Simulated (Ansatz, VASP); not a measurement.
**SnTe in VASP and in Ansatz**

```
Te Sn
1.0
     0.00000    3.53743    3.53743
     3.53743    0.00000    3.53743
     3.53743    3.53743    0.00000
Te Sn
1 1
Direct
  0.24888 0.24909 0.25300
  0.99894 0.00760 0.99570
```

Change from the starting cell: volume scaled by 0.94.

Alike in both runs: task single point; functional PBE; dispersion D3(BJ); k mesh 5 × 5 × 5; occupations tetrahedron; non-collinear spin, spin-orbit coupling.

|  | VASP | Ansatz |
| --- | --- | --- |
| version | VASP 6.6.1 | Ansatz 0.2.0 |
| potentials or method | VASP PAW PBE potentials, release 64 (Te, Sn_d), cutoff 520 eV | all-electron LAPW, relativistic spinors |

```csv
,VASP,Ansatz,Ansatz less VASP
pressure (GPa),1.0,1.0,+0.01
"traceless stress, the component that is largest in VASP (GPa)",0.25,0.25,-0.005
rms of the force components (eV/Å),0.060,0.060,-0.0006
```

Atom by atom the forces differ by 0.001 eV/Å (rms over components). Ansatz ran all-electron here, and VASP with PAW potentials.
